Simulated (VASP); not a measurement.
# Ga7CuAs8 (F-43m) in VASP: single point with PBEsol+U

Aim: the single point of Ga7CuAs8 with PBEsol+U.

All numbers are computed with VASP 6.6.1; they aren't measurements. Logs are shortened: lines on timing, memory, paths and dates and some standing lists are left out, and cuts for length are marked.

## (1) The cell of the first run

Symmetry: F-43m, No. 216, cubic system. The conventional cell has a = 11.307 Å, b = 11.307 Å, c = 11.307 Å, α = 90.00°, β = 90.00°, γ = 90.00°. Within 3.1 Å of Cu (site symmetry -43m) lie 4 As at 2.36 Å. Ga (site symmetry 2mm) has 4 As at 2.46 to 2.47 Å within 3.2 Å. Ga (site symmetry -43m) has 4 As at 2.46 Å within 3.2 Å. As (site symmetry 3m) has 1 Cu at 2.36 Å and 3 Ga at 2.46 Å within 3.1 Å. Within 3.2 Å of As (site symmetry 3m) lie 4 Ga at 2.46 to 2.47 Å.

## (2) Single point, PBEsol+U, collinear spin

The input, INCAR:

```
SYSTEM = Ga7CuAs8
PREC = Accurate
ENCUT = 520
EDIFF = 1E-6
ISMEAR = 0
SIGMA = 0.05
LREAL = Auto
LASPH = .True.
NELM = 150
ALGO = Normal
ISIF = 2
LWAVE = .False.
LCHARG = .True.
ISPIN = 2
MAGMOM = 2 0 0 0 0 0 0 0 0 0 0 0 0 0 0 0
LORBIT = 11
LMAXMIX = 4
LDAU = .True.
LDAUTYPE = 2
LDAUL = 2 -1 -1
LDAUU = 5 0 0
LDAUJ = 0 0 0
LDAUPRINT = 1
GGA = PS
LELF = .True.
LVHAR = .True.
NBANDS = 89
```

The input, KPOINTS:

```
regular mesh
0
Gamma
  3 3 3
  0 0 0
```

The input, POSCAR:

```
Ga7CuAs8
1.0
    0.0000000000      5.6537000000      5.6537000000
    5.6537000000      0.0000000000      5.6537000000
    5.6537000000      5.6537000000      0.0000000000
Cu Ga As
1 7 8
Direct
    0.0000000000      0.0000000000      0.0000000000
    0.0032178902      0.0032178902      0.4967821098
    0.0032178902      0.4967821098      0.0032178902
    0.0032178902      0.4967821098      0.4967821098
    0.4967821098      0.0032178902      0.0032178902
    0.4967821098      0.0032178902      0.4967821098
    0.4967821098      0.4967821098      0.0032178902
    0.5000000000      0.5000000000      0.5000000000
    0.1207161911      0.1207161911      0.1207161911
    0.1207161911      0.1207161911      0.6378514266
    0.1207161911      0.6378514266      0.1207161911
    0.1238712265      0.6253762578      0.6253762578
    0.6378514266      0.1207161911      0.1207161911
    0.6253762578      0.1238712265      0.6253762578
    0.6253762578      0.6253762578      0.1238712265
    0.6253762578      0.6253762578      0.6253762578
```

Potentials or basis: VASP PAW PBE potentials, release 64 (Cu, Ga_d, As).

Launch:

```
cat potpaw_PBE.64/Cu/POTCAR potpaw_PBE.64/Ga_d/POTCAR potpaw_PBE.64/As/POTCAR > POTCAR
mpirun -np 1 vasp_std > vasp.out
```

OUTCAR:

```text
SYSTEM = Ga7CuAs8
   PREC = Accurate
   ENCUT = 520
   EDIFF = 1E-6
   ISMEAR = 0
   LREAL = Auto
   LASPH = .True.
   NELM = 150
   ISIF = 2
   ISPIN = 2
   LORBIT = 11
   GGA = PS

 ion  position               nearest neighbor table
   1  0.000  0.000  0.000-   9 2.36  10 2.36  11 2.36  13 2.36
   2  0.003  0.003  0.497-  10 2.46   9 2.46  12 2.47  14 2.47
   3  0.003  0.497  0.003-  11 2.46   9 2.46  12 2.47  15 2.47
   4  0.003  0.497  0.497-  10 2.46  11 2.46  12 2.47  16 2.47
   5  0.497  0.003  0.003-  13 2.46   9 2.46  14 2.47  15 2.47
   6  0.497  0.003  0.497-  10 2.46  13 2.46  14 2.47  16 2.47
[... 8 lines left out ...]
  15  0.625  0.625  0.124-   8 2.46   7 2.47   3 2.47   5 2.47
  16  0.625  0.625  0.625-   8 2.46   6 2.47   7 2.47   4 2.47

  LATTYP: Found a face centered cubic cell.
 ALAT       =    11.3074000000

  Lattice vectors:

 A1 = (   0.0000000000,   5.6537000000,   5.6537000000)
 A2 = (   5.6537000000,   0.0000000000,   5.6537000000)
 A3 = (   5.6537000000,   5.6537000000,   0.0000000000)

Analysis of symmetry for initial positions (statically):
=====================================================================
 Subroutine PRICEL returns:
 Original cell was already a primitive cell.

 Routine SETGRP: Setting up the symmetry group for a
 face centered cubic supercell.

 Subroutine GETGRP returns: Found 24 space group operations
 (whereof 24 operations were pure point group operations)
 out of a pool of 48 trial point group operations.

The static configuration has the point symmetry T_d .

Analysis of symmetry for dynamics (positions and initial velocities):
=====================================================================
 Subroutine PRICEL returns:
 Original cell was already a primitive cell.

 Routine SETGRP: Setting up the symmetry group for a
 face centered cubic supercell.

 Subroutine GETGRP returns: Found 24 space group operations
 (whereof 24 operations were pure point group operations)
 out of a pool of 48 trial point group operations.

The dynamic configuration has the point symmetry T_d .

Analysis of structural, dynamic, and magnetic symmetry:
=====================================================================
 Subroutine PRICEL returns:
 Original cell was already a primitive cell.

 Routine SETGRP: Setting up the symmetry group for a
 face centered cubic supercell.

 Subroutine GETGRP returns: Found 24 space group operations
 (whereof 24 operations were pure point group operations)
 out of a pool of 48 trial point group operations.

The overall configuration has the point symmetry T_d .
[... 187 lines left out ...]
  ext. energy  EPLUGINS =         0.00000000
  ---------------------------------------------------
  free energy    TOTEN  =       -70.45070971 eV

  energy without entropy =      -70.43928287  energy(sigma->0) =      -70.44499629

 E-fermi :   3.5267     XC(G=0):  -9.7500

 val. band max:        3.2636291467   @ k =   0.3333   0.3333   0.0000
 cond. band min:       3.5419424723   @ k =  -0.3333   0.3333   0.0000
 fundamental gap:      0.2783133256
 Fermi energy:         3.5267379038

 spin component 1

 k-point     1 :       0.0000    0.0000    0.0000
  band No.  band energies     occupation
      1     -11.2314      1.00000
      2     -11.2314      1.00000
      3     -11.2314      1.00000
      4     -11.2114      1.00000
      5     -11.1799      1.00000
      6     -11.1799      1.00000
[... 333 lines left out ...]
     82       7.5658      0.00000
     83       7.6034      0.00000
 Fermi energy:         3.5267379038

 spin component 2

 k-point     1 :       0.0000    0.0000    0.0000
  band No.  band energies     occupation
      1     -11.2314      1.00000
      2     -11.2314      1.00000
      3     -11.2314      1.00000
      4     -11.2114      1.00000
      5     -11.1799      1.00000
      6     -11.1799      1.00000
[... 333 lines left out ...]
     82       7.5658      0.00000
     83       7.6035      0.00000
 [bands above 83 left out]

------------------------ aborting loop because EDIFF is reached ----------------------------------------

  FORCE on cell =-STRESS in cart. coord.  units (eV):
  Direction    XX          YY          ZZ          XY          YZ          ZX
  --------------------------------------------------------------------------------------
  -------------------------------------------------------------------------------------
  Total       -2.5907872     -2.5907872     -2.5907872     -0.0000000     -0.0000000     -0.0000000
  in kB      -11.4845517    -11.4845517    -11.4845517     -0.0000000     -0.0000000     -0.0000000
  external PRESSURE =     -11.4845517 kB  Pullay stress =       0.0000000 kB

 VOLUME and BASIS-vectors are now :
 -----------------------------------------------------------------------------
  energy-cutoff  :      520.00
  volume of cell :      361.43
      direct lattice vectors                 reciprocal lattice vectors
     0.000000000  5.653700000  5.653700000    -0.088437660  0.088437660  0.088437660
     5.653700000  0.000000000  5.653700000     0.088437660 -0.088437660  0.088437660
     5.653700000  5.653700000  0.000000000     0.088437660  0.088437660 -0.088437660

 POSITION                                       TOTAL-FORCE (eV/Angst)
 -----------------------------------------------------------------------------------
      0.00000      0.00000      0.00000         0.000000      0.000000      0.000000
      2.82685      2.82685      0.03639         0.000000      0.000000     -0.008400
      2.82685      0.03639      2.82685         0.000000     -0.008400      0.000000
      5.61731      2.82685      2.82685         0.008400      0.000000      0.000000
      0.03639      2.82685      2.82685        -0.008400      0.000000      0.000000
      2.82685      5.61731      2.82685         0.000000      0.008400      0.000000
[... 8 lines left out ...]
      4.23602      4.23602      7.07138        -0.014005     -0.014005      0.014005
      7.07138      7.07138      7.07138         0.014005      0.014005      0.014005
 -----------------------------------------------------------------------------------
    total drift:                                0.000011      0.000011      0.000014

  FREE ENERGIE OF THE ION-ELECTRON SYSTEM (eV)
  ---------------------------------------------------
  free  energy   TOTEN  =       -70.4507097062 eV

  energy  without entropy=      -70.4392828693  energy(sigma->0) =      -70.44499629

 total charge

# of ion       s       p       d       tot
------------------------------------------
    1        0.440   0.392   9.322  10.153
    2        0.891   0.782   9.987  11.661
    3        0.891   0.782   9.987  11.661
    4        0.891   0.782   9.987  11.661
    5        0.891   0.782   9.987  11.661
    6        0.891   0.782   9.987  11.661
[... 8 lines left out ...]
   15        1.216   1.569   0.030   2.815
   16        1.216   1.569   0.030   2.815
--------------------------------------------------
tot         16.453  18.262  79.497 114.211

 magnetization (x)

# of ion       s       p       d       tot
------------------------------------------
    1        0.000   0.000   0.000   0.000
    2       -0.000   0.000   0.000   0.000
    3       -0.000   0.000   0.000   0.000
    4       -0.000   0.000   0.000   0.000
    5       -0.000   0.000   0.000   0.000
    6       -0.000   0.000   0.000   0.000
[... 8 lines left out ...]
   15       -0.000   0.000   0.000   0.000
   16       -0.000   0.000   0.000   0.000
--------------------------------------------------
tot         -0.000   0.000   0.000   0.000
```

OSZICAR:

```text
N       E                     dE             d eps       ncg     rms          rms(c)
DAV:   1     0.150794133540E+04    0.15079E+04   -0.59252E+04  1536   0.223E+03
DAV:   2     0.277133996306E+03   -0.12308E+04   -0.11711E+04  1440   0.663E+02
DAV:   3    -0.390383817829E+02   -0.31617E+03   -0.29559E+03  1691   0.224E+02
DAV:   4    -0.701265506615E+02   -0.31088E+02   -0.30415E+02  1767   0.674E+01
DAV:   5    -0.717484990883E+02   -0.16219E+01   -0.16081E+01  1912   0.169E+01    0.154E+01
DAV:   6    -0.743625459050E+02   -0.26140E+01   -0.96493E+01  1709   0.895E+01    0.155E+01
DAV:   7    -0.709036952112E+02    0.34589E+01   -0.15997E+01  1941   0.398E+01    0.626E+00
DAV:   8    -0.704312602066E+02    0.47244E+00   -0.54831E+00  2080   0.296E+01    0.299E+00
DAV:   9    -0.704216142959E+02    0.96459E-02   -0.14120E+00  1894   0.819E+00    0.144E+00
DAV:  10    -0.704429577654E+02   -0.21343E-01   -0.22988E-01  1912   0.547E+00    0.789E-01
DAV:  11    -0.704514682827E+02   -0.85105E-02   -0.53990E-02  1979   0.850E-01    0.490E-01
DAV:  12    -0.704493451046E+02    0.21232E-02   -0.14210E-02  1960   0.155E+00    0.210E-01
DAV:  13    -0.704506492330E+02   -0.13041E-02   -0.54618E-03  2035   0.506E-01    0.997E-02
DAV:  14    -0.704506903213E+02   -0.41088E-04   -0.64706E-04  1944   0.242E-01    0.481E-02
DAV:  15    -0.704506955953E+02   -0.52739E-05   -0.19947E-04  1936   0.149E-01    0.202E-02
DAV:  16    -0.704507068970E+02   -0.11302E-04   -0.49539E-05  1672   0.293E-02    0.140E-02
DAV:  17    -0.704507091813E+02   -0.22842E-05   -0.26464E-06  1157   0.188E-02    0.553E-03
DAV:  18    -0.704507097062E+02   -0.52490E-06   -0.17756E-06  1056   0.844E-03
   1 F= -.70450710E+02 E0= -.70444996E+02  d E =-.114268E-01  mag=     0.0002
```

Run time: 12 min. Hardware: 1 thread of AMD EPYC 7R43 (Zen 3), shared host; peak memory 0.7 GiB.

Results:

- Free energy: -70.4507 eV
- Pressure: -1.1 GPa
- Largest force: 0.079 eV/Å
- Band gap on the k mesh: zero (filled and empty bands overlap)
- Net moment: 0.00 μB per cell
- Valence electrons inside the program's atomic spheres: Cu 10.15; Ga 11.66, 11.67 (each value once); As 2.79, 2.81 (each value once)

Forces in eV/Å, atoms in the order of the input:
```
Cu   0.000  0.000  0.000
Ga   0.000  0.000 -0.008
Ga   0.000 -0.008  0.000
Ga   0.008  0.000  0.000
Ga  -0.008  0.000  0.000
Ga   0.000  0.008  0.000
Ga   0.000  0.000  0.008
Ga   0.000  0.000  0.000
As  -0.046 -0.046 -0.046
As   0.046  0.046 -0.046
As   0.046 -0.046  0.046
As   0.014 -0.014 -0.014
As  -0.046  0.046  0.046
As  -0.014  0.014 -0.014
As  -0.014 -0.014  0.014
As   0.014  0.014  0.014
```

Levels at points of the mesh, in eV from the Fermi level:
Spin up:
```csv
k point,band 66,band 67,band 68,band 69,band 70,band 71,band 72,band 73,band 74,band 75
"(0.00, 0.00, 0.00)",-0.84,-0.53,-0.53,-0.53,0.56,0.56,0.56,0.72,1.12,1.12
```
Spin down:
```
           k point  band 67  band 68  band 69  band 70  band 71  band 72  band 73  band 74
(0.00, 0.00, 0.00)    -0.53    -0.53    -0.53     0.56     0.56     0.56     0.72     1.12
```

Eigenvalues of the final occupation matrices:
| site | spin | trace | eigenvalues |
| --- | --- | --- | --- |
| site 1 d | 1 | 4.67 | 0.93 0.93 0.93 0.95 0.95 |
| site 1 d | 2 | 4.67 | 0.93 0.93 0.93 0.95 0.95 |

Caveat: the PAW data sets were made with another functional, which shifts forces and pressure a little; the U is typed as a test and isn't derived for this compound.

The gap in the log of VASP goes by the Fermi energy; the results here count the filled bands.